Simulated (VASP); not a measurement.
Input of a VASP 6.6.1 run:

INCAR

```
SYSTEM = WSe2
PREC     = Accurate       ! precision mode
ENCUT    = 520            ! plane-wave cutoff, eV
EDIFF    = 1E-6           ! SCF threshold, eV
ISMEAR   = 0              ! smearing method
SIGMA    = 0.02           ! smearing width, eV
LREAL    = .FALSE.        ! projectors in reciprocal space
LASPH    = .TRUE.         ! aspherical terms in the spheres
NELM     = 80             ! most SCF steps
ALGO     = Normal         ! electronic algorithm
ISIF     = 2              ! what is computed and relaxed
LWAVE    = .FALSE.        ! write WAVECAR
LCHARG   = .FALSE.        ! write CHGCAR
GGA      = PS             ! functional
IBRION   = 2              ! ionic algorithm
NSW      = 60             ! ionic steps
EDIFFG   = -0.008         ! ionic threshold
KPAR     = 4
```

The input KPOINTS:

```
regular mesh
0
G
  12 12 2
  0 0 0
```

File POSCAR:

```
WSe2
1.0
    3.3038068302      0.0000000000      0.0000000000
   -1.6519034151      2.8611806441      0.0000000000
    0.0000000000      0.0000000000     13.3559078674
W Se
2 4
Direct
    0.6666666667      0.3333333333      0.7500000000
    0.3333333333      0.6666666667      0.2500000000
    0.3333333333      0.6666666667      0.8766071934
    0.6666666667      0.3333333333      0.3766071934
    0.3333333333      0.6666666667      0.6233928066
    0.6666666667      0.3333333333      0.1233928066
```

Potentials or basis: VASP PAW PBE potentials, release 64 (W_sv, Se).

Run with:

```bash
$ cat potpaw_PBE.64/W_sv/POTCAR potpaw_PBE.64/Se/POTCAR > POTCAR
$ mpirun -np 4 vasp_std > vasp.out
```

(1) Predict the band gap on the k mesh.

(2) Predict the energy gained by relaxing.

Results:

(1) 1.07 eV (least direct gap 1.48 eV).

(2) 3.7 meV/atom.

Caveat: the cell differs from its parent crystal (equal strain along all axes, cell held: +1.0 %); spin-orbit coupling is left out, which moves the levels of the heavy elements.
